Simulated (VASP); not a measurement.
Write the native input for VASP 6.6.1 that does the following.

```yaml
Task: single point
Functional: PBE
Potentials_or_basis: VASP PAW PBE potentials, release 64 (Li_sv, Be)
Cutoff: 520 eV
k_mesh: 12 × 12 × 12
Occupations: gaussian, width 0.1 eV
Spin: no spin polarisation
Dipole_correction: no
Further_INCAR_settings: ALGO = Fast; EDIFF = 1e-06; NBANDS = 14
```

The structure of LiBe4 lies in POSCAR:

```
LiBe4
1.0
    1.8272118939      1.0549412788      3.7370843112
   -1.8272118939      1.0549412788      3.7370843112
    0.0000000000     -2.1098825577      3.7370843112
Li Be
1 4
Direct
    0.5000000000      0.5000000000      0.5000000000
    0.9062494663      0.9062494663      0.9062494663
    0.0937505337      0.0937505337      0.0937505337
    0.7011731271      0.7011731271      0.7011731271
    0.2988268729      0.2988268729      0.2988268729
```

The cell was built from a structure type or drawn by symmetry, and may not be a known phase.

One way to write it, as run:

INCAR

```
SYSTEM = LiBe4
ALGO = Fast ; EDIFF = 1E-6
ENCUT = 520 ; GGA = PE
ISIF = 2 ; ISMEAR = 0
LASPH = .True. ; LCHARG = .True.
LELF = .True. ; LREAL = .False.
LVHAR = .True. ; LWAVE = .False.
NBANDS = 14 ; NELM = 80
PREC = Accurate ; SIGMA = 0.1
```

KPOINTS

```
k-points
0
Gamma
  12 12 12
  0 0 0
```

Potentials or basis: VASP PAW PBE potentials, release 64 (Li_sv, Be).

Run with:

```bash
$ cat potpaw_PBE.64/Li_sv/POTCAR potpaw_PBE.64/Be/POTCAR > POTCAR
$ mpirun -np 1 vasp_std > vasp.out
```

It gave:

The largest force is 0.003 eV/Å and the band gap on the k mesh is zero (an odd number of electrons rules out a gap without spin polarisation).

It took 4.5 min on 1 thread of Oxide Virtual Turin-like Processor, on a shared host, peak memory 0.21 GiB.
